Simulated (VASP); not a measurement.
# HfH2 (I4/mmm) in VASP: vibrations by perturbation theory with PBEsol

Aim: the vibrations by perturbation theory of HfH2 with PBEsol.

Program: VASP 6.6.1. These are calculated values, not measurements. Logs are shortened: lines on timing, memory, paths and dates and some standing lists are left out, and cuts for length are marked.

### Step 1. The cell of the first run

Symmetry: I4/mmm, No. 139, tetragonal system. The conventional cell has a = 3.456 Å, b = 3.456 Å, c = 4.265 Å, α = 90.00°, β = 90.00°, γ = 90.00°. Hf (site symmetry 4/mmm) has 8 H at 2.03 Å within 2.7 Å. H (site symmetry -4m2) has 4 Hf at 2.03 Å and 6 H at 2.13 to 2.44 Å within 2.7 Å.

### Step 2. Vibrations by perturbation theory, PBEsol

Contents of INCAR:

```
SYSTEM = HfH2
PREC = Accurate ; ENCUT = 520
EDIFF = 1E-8 ; ISMEAR = -1
SIGMA = 0.15 ; LREAL = .FALSE.
LASPH = .TRUE. ; NELM = 80
ALGO = Normal ; ISIF = 2
LWAVE = .FALSE. ; LCHARG = .TRUE.
GGA = PS ; IBRION = 8
NSW = 1
```

Contents of KPOINTS:

```
regular mesh
0
G
  16 16 16
  0 0 0
```

Contents of POSCAR:

```
HfH2
1.0
   -1.7279355577      1.7279355577      2.1325904506
    1.7279355577     -1.7279355577      2.1325904506
    1.7279355577      1.7279355577     -2.1325904506
Hf H
1 2
Direct
    0.0000000000      0.0000000000      0.0000000000
    0.7500000000      0.2500000000      0.5000000000
    0.2500000000      0.7500000000      0.5000000000
```

Potentials or basis: VASP PAW PBE potentials, release 64 (Hf_pv, H).

Started as:

```
$ cat potpaw_PBE.64/Hf_pv/POTCAR potpaw_PBE.64/H/POTCAR > POTCAR
$ mpirun -np 1 vasp_std > vasp.out
```

OUTCAR:

```text
SYSTEM = HfH2
   PREC = Accurate
   ENCUT = 520
   EDIFF = 1E-8
   ISMEAR = -1
   LREAL = .FALSE.
   LASPH = .TRUE.
   NELM = 80
   ISIF = 2
   GGA = PS
   IBRION = 8
   NSW = 1

 ion  position               nearest neighbor table
   1  0.000  0.000  0.000-   2 2.03   3 2.03   2 2.03   3 2.03   2 2.03   3 2.03   2 2.03   3 2.03

   2  0.750  0.250  0.500-   1 2.03   1 2.03   1 2.03   1 2.03
   3  0.250  0.750  0.500-   1 2.03   1 2.03   1 2.03   1 2.03

  LATTYP: Found a body centered tetragonal cell.
 ALAT       =     3.4558711154
 C/A-ratio  =     1.2341840187

  Lattice vectors:

 A1 = (  -1.7279355577,   1.7279355577,   2.1325904506)
 A2 = (   1.7279355577,  -1.7279355577,   2.1325904506)
 A3 = (   1.7279355577,   1.7279355577,  -2.1325904506)

Analysis of symmetry for initial positions (statically):
=====================================================================
 Subroutine PRICEL returns:
 Original cell was already a primitive cell.

 Routine SETGRP: Setting up the symmetry group for a
 body centered tetragonal supercell.

 Subroutine GETGRP returns: Found 16 space group operations
 (whereof 16 operations were pure point group operations)
 out of a pool of 16 trial point group operations.

The static configuration has the point symmetry D_4h.

Analysis of symmetry for dynamics (positions and initial velocities):
=====================================================================
 Subroutine PRICEL returns:
 Original cell was already a primitive cell.

 Routine SETGRP: Setting up the symmetry group for a
 body centered tetragonal supercell.

 Subroutine GETGRP returns: Found 16 space group operations
 (whereof 16 operations were pure point group operations)
 out of a pool of 16 trial point group operations.

The dynamic configuration has the point symmetry D_4h.

 Subroutine INISYM returns: Found 16 space group operations
 (whereof 16 operations are pure point group operations),
 and found     1 'primitive' translations

----------------------------------------------------------------------------------------

                                     Primitive cell

  volume of cell :      25.4696

  direct lattice vectors                    reciprocal lattice vectors
    -1.727935558  1.727935558  2.132590451     0.000000000  0.289362643  0.234456644
     1.727935558 -1.727935558  2.132590451     0.289362643  0.000000000  0.234456644
     1.727935558  1.727935558 -2.132590451     0.289362643  0.289362643  0.000000000

  length of vectors
     3.243372414  3.243372414  3.243372414     0.372425371  0.372425371  0.409220574

  position of ions in fractional coordinates (direct lattice)
     0.000000000  0.000000000  0.000000000
     0.750000000  0.250000000  0.500000000
     0.250000000  0.750000000  0.500000000

  ion indices of the primitive-cell ions
   primitive index   ion index
                 1           1
                 2           2
                 3           3

----------------------------------------------------------------------------------------

 KPOINTS: regular mesh

Automatic generation of k-mesh.
 Grid dimensions read from file:
 generate k-points for:   16   16   16

 Generating k-lattice:

[... 99 lines left out ...]

 number of electron      12.0000001 magnetization

 Free energy of the ion-electron system (eV)
  ---------------------------------------------------
  ext. energy  EPLUGINS =         0.00000000
  ---------------------------------------------------
  free energy    TOTEN  =       -18.80961453 eV

  energy without entropy =      -18.76473055  energy(sigma->0) =      -18.78717254

 E-fermi :   5.4595     XC(G=0): -11.6911

 val. band max:        5.4422617113   @ k =  -0.1250   0.1250   0.0000
 cond. band min:       5.4905241339   @ k =  -0.1875  -0.1875   0.1250
 fundamental gap:      0.0482624226
 Fermi energy:         5.4594516049

 k-point     1 :       0.0000    0.0000    0.0000
  band No.  band energies     occupation
      1     -25.3480      2.00000
      2     -25.3480      2.00000
      3     -25.2884      2.00000
      4      -5.9969      2.00000
      5       4.2682      1.99929
      6       4.9622      1.92988
      7       4.9622      1.92988
      8       5.8735      0.11905
      9       7.2736      0.00001
     10       8.7752      0.00000
[... 287 lines left out ...]
 k-point    24 :      -0.0625    0.0625    0.0000
  band No.  band energies     occupation
      1     -25.3746      2.00000
      2     -25.3521      2.00000
      3     -25.2976      2.00000
      4      -5.8568      2.00000
      5       3.2329      2.00000
      6       5.0828      1.84978
      7       5.9353      0.08043
      8       6.1504      0.01977
      9       7.1318      0.00003
     10       8.6554      0.00000

 [... further k-points ...]

------------------------ aborting loop because EDIFF is reached ----------------------------------------

  FORCE on cell =-STRESS in cart. coord.  units (eV):
  Direction    XX          YY          ZZ          XY          YZ          ZX
  --------------------------------------------------------------------------------------
  -------------------------------------------------------------------------------------
  Total       -0.1113936     -0.1113936     -0.1029111      0.0000000     -0.0000000      0.0000000
  in kB       -7.0072578     -7.0072578     -6.4736664      0.0000000     -0.0000000      0.0000000
  external PRESSURE =      -6.8293940 kB  Pullay stress =       0.0000000 kB

 VOLUME and BASIS-vectors are now :
 -----------------------------------------------------------------------------
  energy-cutoff  :      520.00
  volume of cell :       25.47
      direct lattice vectors                 reciprocal lattice vectors
    -1.727935558  1.727935558  2.132590451     0.000000000  0.289362643  0.234456644
     1.727935558 -1.727935558  2.132590451     0.289362643  0.000000000  0.234456644
     1.727935558  1.727935558 -2.132590451     0.289362643  0.289362643  0.000000000

 POSITION                                       TOTAL-FORCE (eV/Angst)
 -----------------------------------------------------------------------------------
      0.00000      0.00000      0.00000         0.000000     -0.000000     -0.000000
      0.00000      1.72794      1.06630        -0.000000     -0.000000     -0.000000
      1.72794      0.00000      1.06630         0.000000      0.000000      0.000000
 -----------------------------------------------------------------------------------
    total drift:                                0.000000      0.000000      0.000000

  FREE ENERGIE OF THE ION-ELECTRON SYSTEM (eV)
  ---------------------------------------------------
  free  energy   TOTEN  =       -18.8096145316 eV

  energy  without entropy=      -18.7647305517  energy(sigma->0) =      -18.78717254

[... ionic steps 2 to 3 ...]

--------------------------------------- Ionic step        4  -------------------------------------------

------------------------ aborting loop because EDIFF is reached ----------------------------------------
[... 11 lines left out ...]
[... ionic steps 8 to 8 ...]

--------------------------------------- Ionic step        9  -------------------------------------------

 Free energy of the ion-electron system (eV)
  ---------------------------------------------------
  ---------------------------------------------------
  free energy    TOTEN  =        -0.01721298 eV

  energy without entropy =       -0.01721298

------------------------ aborting loop because EDIFF is reached ----------------------------------------

 INTERNAL STRAIN TENSOR  FOR ION    2  DIRECTION 3   (eV/Angst):
 -----------------------------------------------------------------------------
     4.43199  0.00000  0.00000
     0.00000 -4.43118  0.00000
     0.00000  0.00000  0.00049

 INTERNAL STRAIN TENSOR FOR ION    3 for displacements in x,y,z  (eV/Angst):
          X           Y           Z          XY          YZ          ZX
  --------------------------------------------------------------------------------
  x     0.00000     0.00000     0.00000     0.00000     0.00000    -4.58420
  y     0.00000     0.00000    -0.00000     0.00000     4.58350     0.00000
  z    -4.43158     4.43158     0.00000     0.00000     0.00000     0.00000

 SECOND DERIVATIVES (NOT SYMMETRIZED)
 ------------------------------------
               1X          1Y          1Z          2X          2Y          2Z          3X          3Y          3Z
  1X    -8.640264    0.000000    0.000000    4.320132    0.000000    0.000000    4.320132    0.000000    0.000000
  1Y     0.000000   -8.640264    0.000000    0.000000    4.320132    0.000000   -0.000000    4.320132    0.000000
  1Z     0.000000   -0.000000   -9.698101    0.000000   -0.000000    4.849051    0.000000    0.000000    4.849051
  2X     4.327231    0.000000    0.000000   -5.103604    0.000000    0.000000    0.776373   -0.000000    0.000000
  2Y    -0.000000    4.327231    0.000000    0.000000   -5.103604   -0.000000    0.000000    0.776373    0.000000
  2Z     0.000000    0.000000    4.854200    0.000000    0.000000   -5.902797    0.000000    0.000000    1.048597
  3X     4.327231    0.000000    0.000000    0.776373   -0.000000    0.000000   -5.103604    0.000000    0.000000
  3Y    -0.000000    4.327231    0.000000    0.000000    0.776373    0.000000    0.000000   -5.103604   -0.000000
  3Z     0.000000    0.000000    4.854200    0.000000    0.000000    1.048597    0.000000    0.000000   -5.902797

 Eigenvectors and eigenvalues of the dynamical matrix
 ----------------------------------------------------

   1 f  =   41.217976 THz   258.980181 2PiTHz 1374.883687 cm-1   170.463775 meV
             X         Y         Z           dx          dy          dz
      0.000000  0.000000  0.000000    -0.000000    0.000000    0.000000
      0.000000  1.727936  1.066295    -0.000000    0.000000   -0.707107
      1.727936  0.000000  1.066295     0.000000   -0.000000    0.707107
[... 43 lines left out ...]
   9 f/i=    0.002808 THz     0.017644 2PiTHz    0.093668 cm-1     0.011613 meV
             X         Y         Z           dx          dy          dz
      0.000000  0.000000  0.000000     0.352046    0.930054   -0.000000
      0.000000  1.727936  1.066295     0.026329    0.069558   -0.000000
      1.727936  0.000000  1.066295     0.026329    0.069558   -0.000000

--------------------------------------------------------------------------------------------------------

 ELASTIC MODULI CONTR FROM IONIC RELAXATION (kBar)
 Direction    XX          YY          ZZ          XY          YZ          ZX
 --------------------------------------------------------------------------------
 XX        -355.4382    355.4382      0.0000      0.0000     -0.0000     -0.0000
 YY         355.4382   -355.4382     -0.0000      0.0000      0.0000      0.0000
 ZZ           0.0000     -0.0000     -0.0000      0.0000      0.0000      0.0000
 XY           0.0000      0.0000      0.0000      0.0000      0.0000      0.0000
 YZ          -0.0000      0.0000      0.0000      0.0000   -449.5070     -0.0000
 ZX          -0.0000      0.0000      0.0000      0.0000     -0.0000   -449.6442
 --------------------------------------------------------------------------------
```

Wall time 15 min (1 thread of Intel Xeon 8259CL, shared host); peak memory 0.72 GiB.

What came out:

```yaml
Highest_phonon_frequency_at_Γ: 1375 cm⁻¹
```

Phonon frequencies in cm⁻¹ (negative: imaginary):
```csv
q point,frequencies
"(0.000, 0.000, 0.000)",0 0 0 1091 1091 1155 1264 1264 1375
```

Caveat: the PAW data sets were made with another functional, which shifts forces and pressure a little; spin-orbit coupling is left out, which moves the levels of the heavy elements.
